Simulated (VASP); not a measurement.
# La (P6_3/mmc) in VASP: settings compared, part 2 of 3

VASP 6.6.1.

### Step 3. Relaxation of cell and atoms, PBEsol

File INCAR:

```
PREC = Accurate
ENCUT = 600
EDIFF = 1E-7
ISMEAR = -1
SIGMA = 0.05
LREAL = F
LASPH = T
NELM = 60
ALGO = Fast
ISIF = 3
LWAVE = F
LCHARG = F
GGA = PS
IBRION = 2
NSW = 60
EDIFFG = -0.01
```

File KPOINTS:

```
regular mesh
0
Gamma
  8 8 3
```

File POSCAR:

```
La
1.0
    3.7700000000      0.0000000000      0.0000000000
   -1.8850000000      3.2649157723      0.0000000000
    0.0000000000      0.0000000000     12.1590000000
La
4
Direct
    0.6666666667      0.3333333333      0.2500000000
    0.3333333333      0.6666666667      0.7500000000
    0.0000000000      0.0000000000      0.5000000000
    0.0000000000      0.0000000000      0.0000000000
```

Potentials or basis: VASP PAW PBE potentials, release 64 (La).

On the command line:

```bash
> cat potpaw_PBE.64/La/POTCAR > POTCAR
> mpirun -np 1 vasp_std > vasp.out
```

OUTCAR:

```text
PREC = Accurate
   ENCUT = 600
   EDIFF = 1E-7
   ISMEAR = -1
   LREAL = F
   LASPH = T
   NELM = 60
   ISIF = 3
   GGA = PS
   IBRION = 2
   NSW = 60
   EDIFFG = -0.01

 ion  position               nearest neighbor table
   1  0.667  0.333  0.250-
   2  0.333  0.667  0.750-
   3  0.000  0.000  0.500-
   4  0.000  0.000  0.000-

  LATTYP: Found a hexagonal cell.
 ALAT       =     3.7700000000
 C/A-ratio  =     3.2251989390

  Lattice vectors:

 A1 = (   3.7700000000,   0.0000000000,   0.0000000000)
 A2 = (  -1.8850000000,   3.2649157723,   0.0000000000)
 A3 = (   0.0000000000,   0.0000000000,  12.1590000000)

Analysis of symmetry for initial positions (statically):
=====================================================================
 Subroutine PRICEL returns:
 Original cell was already a primitive cell.

 Routine SETGRP: Setting up the symmetry group for a
 hexagonal supercell.

 Subroutine GETGRP returns: Found 24 space group operations
 (whereof 12 operations were pure point group operations)
 out of a pool of 24 trial point group operations.

The static configuration has the point symmetry D_3d.
 The point group associated with its full space group is D_6h.

Analysis of symmetry for dynamics (positions and initial velocities):
=====================================================================
 Subroutine PRICEL returns:
 Original cell was already a primitive cell.

 Routine SETGRP: Setting up the symmetry group for a
 hexagonal supercell.

 Subroutine GETGRP returns: Found 24 space group operations
 (whereof 12 operations were pure point group operations)
 out of a pool of 24 trial point group operations.

The dynamic configuration has the point symmetry D_3d.
 The point group associated with its full space group is D_6h.

 Subroutine INISYM returns: Found 24 space group operations
 (whereof 12 operations are pure point group operations),
 and found     1 'primitive' translations

[... 117 lines left out ...]
   LORBIT       =      0    0 simple, 1 ext, 2 COOP (PROOUT), +10 PAW based schemes
   GGA     = PS    functional components
   LHFCALC =     F    Hartree Fock is set to
   AEXX    =    0.0000 exact exchange contribution
   IVDW    =     0    specifies the selected vdW correction
   LEPSILON=     F    determine dielectric tensor
   LRPA    =     F    only Hartree local field effects (RPA)
 conjugate gradient relaxation of ions
 non-spin polarized calculation
 RMM-DIIS sequential band-by-band and
  energy-cutoff  :      600.00
  volume of cell :      149.66
 maximum number of plane-waves:      5029
   NGX = 15   NGY = 15   NGZ = 49

--------------------------------------- Ionic step        1  -------------------------------------------

 number of electron      43.9999996 magnetization

 Free energy of the ion-electron system (eV)
  ---------------------------------------------------
  ext. energy  EPLUGINS =         0.00000000
  ---------------------------------------------------
  free energy    TOTEN  =       -21.31786895 eV

  energy without entropy =      -21.26634077  energy(sigma->0) =      -21.29210486

------------------------ aborting loop EDIFF was not reached (unconverged)  ----------------------------

  FORCE on cell =-STRESS in cart. coord.  units (eV):
  Direction    XX          YY          ZZ          XY          YZ          ZX
  --------------------------------------------------------------------------------------
  -------------------------------------------------------------------------------------
  Total       -2.0956182     -2.0956182     -2.1343032      0.0000000      0.0000000     -0.0000000
  in kB      -22.4342499    -22.4342499    -22.8483849      0.0000000      0.0000000     -0.0000000
  external PRESSURE =     -22.5722949 kB  Pullay stress =       0.0000000 kB
[... 25 lines left out ...]
--------------------------------------- Ionic step        2  -------------------------------------------

 number of electron      44.0000004 magnetization

 E-fermi :   8.4379     XC(G=0):  -9.9733

 val. band max:        8.4356736460   @ k =   0.3750   0.2500   0.3333
 cond. band min:       8.4449390261   @ k =   0.2500   0.2500   0.3333
 fundamental gap:      0.0092653801
 Fermi energy:         8.4378589848

 k-point     1 :       0.0000    0.0000    0.0000
  band No.  band energies     occupation
      1     -24.3483      2.00000
      2     -24.2218      2.00000
      3     -24.2084      2.00000
      4     -24.0760      2.00000
      5      -8.8548      2.00000
      6      -8.0492      2.00000
[... 720 lines left out ...]
--------------------------------------- Ionic step        6  -------------------------------------------

 number of electron      44.0000002 magnetization

 Free energy of the ion-electron system (eV)
  ---------------------------------------------------
  ext. energy  EPLUGINS =         0.00000000
  ---------------------------------------------------
  free energy    TOTEN  =       -21.41778765 eV

  energy without entropy =      -21.36835318  energy(sigma->0) =      -21.39307042

 E-fermi :   8.6148     XC(G=0): -10.0454

 val. band max:        8.6144444001   @ k =   0.3750   0.2500   0.3333
 cond. band min:       8.6162392774   @ k =   0.2500   0.2500   0.3333
 fundamental gap:      0.0017948773
 Fermi energy:         8.6148311973

 k-point     1 :       0.0000    0.0000    0.0000
  band No.  band energies     occupation
      1     -24.1569      2.00000
      2     -24.0205      2.00000
      3     -24.0071      2.00000
      4     -23.8639      2.00000
      5      -8.7073      2.00000
      6      -7.8611      2.00000
[... 600 lines left out ...]
  FREE ENERGIE OF THE ION-ELECTRON SYSTEM (eV)
  ---------------------------------------------------
  free  energy   TOTEN  =       -21.4177876476 eV

  energy  without entropy=      -21.3683531839  energy(sigma->0) =      -21.39307042

 reached required accuracy - stopping structural energy minimisation
```

OSZICAR:

```text
N       E                     dE             d eps       ncg     rms          rms(c)
DAV:   1     0.581157508581E+03    0.58116E+03   -0.16512E+04  1040   0.260E+03
DAV:   2     0.125310155078E+03   -0.45585E+03   -0.45096E+03  1624   0.458E+02
DAV:   3    -0.258434579375E+01   -0.12789E+03   -0.12689E+03  1930   0.275E+02
DAV:   4    -0.189364953038E+02   -0.16352E+02   -0.16048E+02  1920   0.102E+02
[... 238 lines left out ...]
RMM:  18    -0.214177871821E+02   -0.19835E-06   -0.20982E-06   896   0.110E-02    0.742E-04
RMM:  19    -0.214177873934E+02   -0.21123E-06   -0.25597E-06   866   0.987E-03    0.927E-04
RMM:  20    -0.214177875396E+02   -0.14620E-06   -0.14892E-06   843   0.961E-03    0.976E-04
RMM:  21    -0.214177876287E+02   -0.89160E-07   -0.11407E-06   815   0.922E-03    0.105E-03
RMM:  22    -0.214177876476E+02   -0.18915E-07   -0.55884E-07   801   0.900E-03
   6 F= -.21417788E+02 E0= -.21393070E+02  d E =-.371100E-03
```

It took 50 min on 1 thread of Intel Xeon Platinum 8375C at 2.90GHz (Ice Lake), shared host; peak memory 0.36 GiB.

What came out:

```yaml
Free_energy: -21.4178 eV
Relaxed_volume: 34.05 Å³/atom
Relaxed_cell: a = 3.656 Å, b = 3.656 Å, c = 11.762 Å, α = 90.00°, β = 90.00°, γ = 120.00°
Space_group_after_relaxing_to_0.1_Å: P6_3/mmc (No. 194)
Energy_gained_by_relaxing: 25.0 meV/atom
Ionic_steps: 6
Pressure_after_relaxing: 0.0 GPa
Band_gap_on_the_k_mesh: zero (bands 22 and 23 overlap by 1.20 eV)
```

Step by step:
```csv
step,energy change (eV),largest force (eV/Å),pressure (GPa),volume (Å³)
1,0.0000,0.0000,-2.26,149.66
2,-0.0966,0.0000,-0.43,138.53
3,-0.0987,0.0000,-0.03,136.46
4,-0.0998,0.0000,-0.02,136.21
5,-0.0995,0.0000,0.11,135.70
6,-0.0999,0.0000,0.02,136.18
```

Final structure:
```
CELL_PARAMETERS angstrom
3.65638 0.00000 0.00000
-1.82819 3.16652 0.00000
0.00000 0.00000 11.76214
ATOMIC_POSITIONS crystal
La 0.66667 0.33333 0.25000
La 0.33333 0.66667 0.75000
La 0.00000 0.00000 0.50000
La 0.00000 0.00000 0.00000
```

Caveat: the PAW data sets were made with another functional, which shifts forces and pressure a little; spin-orbit coupling is left out, which moves the levels of the heavy elements.

### Step 4. Relaxation of cell and atoms, RPBE

File INCAR:

```
  ALGO = Normal
  EDIFF = 1E-7
  EDIFFG = -0.01
  ENCUT = 600
  GGA = RP
  IBRION = 2
  ISIF = 3
  ISMEAR = -1
  LASPH = T
  LCHARG = F
  LREAL = F
  LWAVE = F
  NELM = 100
  NSW = 60
  PREC = Accurate
  SIGMA = 0.05
```

File KPOINTS:

```
k-points
0
Gamma
  8 8 3
```

POSCAR is that of step 3.

On the command line:

```bash
> cat potpaw_PBE.64/La/POTCAR > POTCAR
> mpirun -np 1 vasp_std > vasp.out
```

Wall time 7.5 min (1 thread of Intel Xeon Platinum 8375C at 2.90GHz (Ice Lake), shared host); peak memory 0.35 GiB.

It converged, with:

```
Free energy                           : -18.2260 eV
Relaxed volume                        : 39.14 Å³/atom
Relaxed cell                          : a = 3.828 Å, b = 3.828 Å, c = 12.338 Å, α = 90.00°, β = 90.00°, γ = 120.00°
Space group after relaxing (to 0.1 Å) : P6_3/mmc (No. 194)
Energy gained by relaxing             : 5.9 meV/atom
Ionic steps                           : 3
Pressure after relaxing               : 0.0 GPa
Band gap on the k mesh                : zero (bands 22 and 23 overlap by 1.12 eV)
```

Step by step:
```
step  energy change (eV)  largest force (eV/Å)  pressure (GPa)  volume (Å³)
   1              0.0000                0.0000            1.13       149.66
   2             -0.0231                0.0000            0.17       155.44
   3             -0.0236                0.0000            0.00       156.57
```

Final structure:
```cif
data_structure
_symmetry_space_group_name_H-M 'P 1'
_symmetry_Int_Tables_number 1
_cell_length_a 3.8279
_cell_length_b 3.8279
_cell_length_c 12.3384
_cell_angle_alpha 90.000
_cell_angle_beta 90.000
_cell_angle_gamma 120.000
_cell_volume 156.57
loop_
_atom_site_label
_atom_site_type_symbol
_atom_site_fract_x
_atom_site_fract_y
_atom_site_fract_z
_atom_site_occupancy
La1 La 0.66667 0.33333 0.25000 1
La2 La 0.33333 0.66667 0.75000 1
La3 La 0.00000 0.00000 0.50000 1
La4 La 0.00000 0.00000 0.00000 1
```

Levels at points of the mesh, in eV from the Fermi level:
```csv
k point,band 18,band 19,band 20,band 21,band 22,band 23,band 24,band 25,band 26
"(0.00, 0.00, 0.00)",-1.92,-1.92,-1.68,0.46,0.58,1.23,1.23,1.24,1.25
"(0.50, 0.00, 0.00)",-1.72,-1.43,-1.00,-0.61,-0.30,-0.20,0.41,0.84,1.19
```

Caveat: the PAW data sets were made with another functional, which shifts forces and pressure a little; spin-orbit coupling is left out, which moves the levels of the heavy elements. Zero-point motion and thermal expansion aren't in these numbers.

### Step 5. Relaxation of cell and atoms, revPBE

File INCAR:

```
PREC = Accurate
ENCUT = 600
EDIFF = 1E-6
ISMEAR = -1
SIGMA = 0.05
LREAL = F
LASPH = T
NELM = 60
ALGO = Fast
ISIF = 3
LWAVE = F
LCHARG = F
GGA = RE
IBRION = 2
NSW = 60
EDIFFG = -0.01
```

File KPOINTS:

```
regular mesh
0
Gamma
  8 8 3
```

POSCAR is that of step 4.

Potentials or basis: VASP PAW PBE potentials, release 64 (La).

On the command line:

```bash
> cat potpaw_PBE.64/La/POTCAR > POTCAR
> mpirun -np 1 vasp_std > vasp.out
```

OUTCAR:

```text
PREC = Accurate
   ENCUT = 600
   EDIFF = 1E-6
   ISMEAR = -1
   LREAL = F
   LASPH = T
   NELM = 60
   ISIF = 3
   GGA = RE
   IBRION = 2
   NSW = 60
   EDIFFG = -0.01

 ion  position               nearest neighbor table
   1  0.667  0.333  0.250-
   2  0.333  0.667  0.750-
   3  0.000  0.000  0.500-
   4  0.000  0.000  0.000-

  LATTYP: Found a hexagonal cell.
 ALAT       =     3.7700000000
 C/A-ratio  =     3.2251989390

  Lattice vectors:

 A1 = (   3.7700000000,   0.0000000000,   0.0000000000)
 A2 = (  -1.8850000000,   3.2649157723,   0.0000000000)
 A3 = (   0.0000000000,   0.0000000000,  12.1590000000)

[... 179 lines left out ...]

  FORCE on cell =-STRESS in cart. coord.  units (eV):
  Direction    XX          YY          ZZ          XY          YZ          ZX
  --------------------------------------------------------------------------------------
  -------------------------------------------------------------------------------------
  Total        0.7012564      0.7012564      0.6668025      0.0000000      0.0000000      0.0000000
  in kB        7.5071693      7.5071693      7.1383304      0.0000000      0.0000000      0.0000000
  external PRESSURE =       7.3842230 kB  Pullay stress =       0.0000000 kB
[... 139 lines left out ...]
--------------------------------------- Ionic step        5  -------------------------------------------

 number of electron      44.0000002 magnetization

 Free energy of the ion-electron system (eV)
  ---------------------------------------------------
  ext. energy  EPLUGINS =         0.00000000
  ---------------------------------------------------
  free energy    TOTEN  =       -18.46933088 eV

  energy without entropy =      -18.41667170  energy(sigma->0) =      -18.44300129

 E-fermi :   7.5723     XC(G=0):  -9.3426

 val. band max:        7.5619520145   @ k =   0.3750   0.2500   0.3333
 cond. band min:       7.5759834586   @ k =   0.2500   0.1250   0.0000
 fundamental gap:      0.0140314440
 Fermi energy:         7.5722925402

 k-point     1 :       0.0000    0.0000    0.0000
  band No.  band energies     occupation
      1     -25.3779      2.00000
      2     -25.2951      2.00000
      3     -25.2877      2.00000
      4     -25.2025      2.00000
      5      -9.7037      2.00000
      6      -9.1179      2.00000
[... 600 lines left out ...]
  FREE ENERGIE OF THE ION-ELECTRON SYSTEM (eV)
  ---------------------------------------------------
  free  energy   TOTEN  =       -18.4693308814 eV

  energy  without entropy=      -18.4166717036  energy(sigma->0) =      -18.44300129

 reached required accuracy - stopping structural energy minimisation
```

CONTCAR:

```text
La
   1.00000000000000
     3.8104271437172383    0.0000000000000000    0.0000000000000000
    -1.9052135718586192    3.2999267057626240   -0.0000000000000000
    -0.0000000000000000    0.0000000000000000   12.2829795347227702
  La
     4
Direct
     0.6666666667000030    0.3333333332999970    0.2500000000000000
     0.3333333332999970    0.6666666667000030    0.7500000000000000
     0.0000000000000000    0.0000000000000000    0.5000000000000000
     0.0000000000000000    0.0000000000000000    0.0000000000000000

  0.00000000E+00  0.00000000E+00  0.00000000E+00
  0.00000000E+00  0.00000000E+00  0.00000000E+00
  0.00000000E+00  0.00000000E+00  0.00000000E+00
  0.00000000E+00  0.00000000E+00  0.00000000E+00
```

Wall time 25 min (1 thread of Intel Xeon Platinum 8375C at 2.90GHz (Ice Lake), shared host); peak memory 0.35 GiB.

Results:

```
Free energy                           : -18.4693 eV
Relaxed volume                        : 38.61 Å³/atom
Relaxed cell                          : a = 3.810 Å, b = 3.810 Å, c = 12.283 Å, α = 90.00°, β = 90.00°, γ = 120.00°
Space group after relaxing (to 0.1 Å) : P6_3/mmc (No. 194)
Energy gained by relaxing             : 2.8 meV/atom
Ionic steps                           : 5
Pressure after relaxing               : 0.0 GPa
Band gap on the k mesh                : zero (bands 22 and 23 overlap by 1.15 eV)
```

The path:
```csv
step,energy change (eV),largest force (eV/Å),pressure (GPa),volume (Å³)
1,0.0000,0.0000,0.74,149.66
2,-0.0109,0.0000,0.14,153.43
3,-0.0113,0.0000,0.05,154.12
4,-0.0108,0.0000,-0.17,155.52
5,-0.0114,0.0000,-0.02,154.45
```

Final structure:
```xyz
4
Lattice="3.8104 0.0000 0.0000 -1.9052 3.2999 0.0000 0.0000 0.0000 12.2830" Properties=species:S:1:pos:R:3 pbc="T T T"
La    1.9052    1.1000    3.0707
La    0.0000    2.2000    9.2122
La    0.0000    0.0000    6.1415
La    0.0000    0.0000    0.0000
```

Caveat: the PAW data sets were made with another functional, which shifts forces and pressure a little; spin-orbit coupling is left out, which moves the levels of the heavy elements.

### Step 6. Single point, PBEsol

This run uses another cell than the first one, of 36.67 Å³/atom.

File INCAR:

```
SYSTEM = La
PREC     = Accurate       ! precision mode
ENCUT    = 520            ! plane-wave cutoff, eV
EDIFF    = 1E-6           ! SCF threshold, eV
ISMEAR   = -1             ! smearing method
SIGMA    = 0.05           ! smearing width, eV
LREAL    = .FALSE.        ! projectors in reciprocal space
LASPH    = .TRUE.         ! aspherical terms in the spheres
NELM     = 100            ! most SCF steps
ALGO     = Fast           ! electronic algorithm
ISIF     = 2              ! what is computed and relaxed
LWAVE    = .FALSE.        ! write WAVECAR
LCHARG   = .FALSE.        ! write CHGCAR
GGA      = PS             ! functional
NBANDS   = 30             ! bands
```

File KPOINTS:

```
Automatic mesh
0
G
  8 8 3
  0 0 0
```

File POSCAR:

```
La
1.0
    3.7446972242      0.0000000000      0.0000000000
   -1.8723486121      3.2430029257      0.0000000000
    0.0000000000      0.0000000000     12.0773935143
La
4
Direct
    0.6666666667      0.3333333333      0.2500000000
    0.3333333333      0.6666666667      0.7500000000
    0.0000000000      0.0000000000      0.5000000000
    0.0000000000      0.0000000000      0.0000000000
```

Potentials or basis: VASP PAW PBE potentials, release 64 (La).

On the command line:

```bash
> cat potpaw_PBE.64/La/POTCAR > POTCAR
> mpirun -np 1 vasp_std > vasp.out
```

Run time: 15 min. Hardware: 1 thread of Oxide Virtual Turin-like, shared host; peak memory 0.26 GiB.

It converged, with:

```
Free energy            : -21.3560 eV
Pressure               : -1.8 GPa
Band gap on the k mesh : zero (bands 22 and 23 overlap by 1.21 eV)
```

Stress tensor (GPa, compression positive):
```
-1.79  0.00  0.00
 0.00 -1.79  0.00
 0.00  0.00 -1.87
```

Levels at points of the mesh, in eV from the Fermi level:
```
           k point  band 19  band 20  band 21  band 22  band 23  band 24  band 25  band 26
(0.00, 0.00, 0.00)    -1.91    -1.81     0.50     0.63     1.24     1.26     1.27     1.33
(0.50, 0.00, 0.00)    -1.59    -1.11    -0.70    -0.31    -0.22     0.42     0.95     1.19
```

Caveat: the PAW data sets were made with another functional, which shifts forces and pressure a little; spin-orbit coupling is left out, which moves the levels of the heavy elements.

[end of part 2 of 3]
